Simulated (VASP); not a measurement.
Sc, 1 atom in the cell. Symmetry: Im-3m, No. 229, cubic system. The conventional cell has a = 3.671 Å, b = 3.671 Å, c = 3.671 Å, α = 90.00°, β = 90.00°, γ = 90.00°. Sc (site symmetry m-3m) has 14 Sc at 3.18 to 3.67 Å within 4.2 Å. 

* Program: VASP 6.6.1
* Task: relaxation of cell and atoms
* Functional: PBE
* Potentials or basis: VASP PAW PBE potentials, release 64 (Sc_sv)
* Cutoff: 600 eV
* k mesh: 16 × 16 × 16
* Occupations: fermi-dirac, width 0.05 eV
* Spin: no spin polarisation
* Dipole correction: no
* Further INCAR settings: ALGO = Normal; EDIFF = 1e-07; IBRION = 2; EDIFFG = -0.005; NSW = 60; ISIF = 3

Potentials or basis: VASP PAW PBE potentials, release 64 (Sc_sv).

Launch:

```sh
$ cat potpaw_PBE.64/Sc_sv/POTCAR > POTCAR
$ mpirun -np 1 vasp_std > vasp.out
```

Hardware: 1 thread of Intel(R) Xeon(R) Platinum 8259CL CPU @ 2.50GHz (Skylake/Cascade Lake) (shared host).

**Question.** How long does it take, and how much memory?

**Answer.** Wall time 77 s on 1 thread of Intel(R) Xeon(R) Platinum 8259CL CPU @ 2.50GHz (Skylake/Cascade Lake) (shared host), peak memory 0.19 GiB. Counts: scf iterations 25, k points 145, ion steps 3.
